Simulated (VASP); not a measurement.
Runs of VASP 6.6.1 on SrRe. The structure is that of space group P-6m2 (No. 187), or close to it. The cells are those of the table. 

| task | spin | cell | k mesh | cutoff (eV) | gap on the mesh (eV) | pressure (GPa) | relaxed volume (Å³/atom) |
| --- | --- | --- | --- | --- | --- | --- | --- |
| single point | off | a = 3.858, b = 3.858, c = 5.531 Å, angles 90.0, 90.0, 120.0°, 2 atoms | 6 × 6 × 4 | 520 | none | -12.0 | - |
| relaxation of cell and atoms | off | relaxed from a = 2.984, b = 2.984, c = 5.493 Å, angles 90.0, 90.0, 120.0°, 2 atoms | 24 × 24 × 10 | 600 | none | 0.0 | 21.14 |
| single point | collinear, ferromagnetic start | a = 2.984, b = 2.984, c = 5.493 Å, angles 90.0, 90.0, 120.0°, 2 atoms | 6 × 6 × 4 | 520 | none | 0.1 | - |
| relaxation of cell and atoms | off | relaxed from a = 3.858, b = 3.858, c = 5.531 Å, angles 90.0, 90.0, 120.0°, 2 atoms | 6 × 6 × 4 | 600 | none | -0.1 | (a) |
| single point | off | a = 2.971, b = 2.971, c = 5.512 Å, angles 90.0, 90.0, 120.0°, 2 atoms | 24 × 24 × 10 | 520 | none | (b) | - |

Alike in all rows: level PBE; potentials or basis VASP PAW PBE potentials, release 64 (Sr_sv, Re); smearing gaussian 0.1 eV.

**Question.** Estimate the missing entries.

**Answer.** (a) 21.27; (b) 0.2.

Caveats: some runs use coarse meshes; spin-orbit coupling is left out, which moves the levels of the heavy elements; the volume moved by over 15 % at a fixed basis, so the end points are rough (some runs).

A k mesh can miss the band edges, and the runs leave out spin-orbit coupling on Re, Sr.

A gap of «none» marks levels without a gap at the run's occupations.
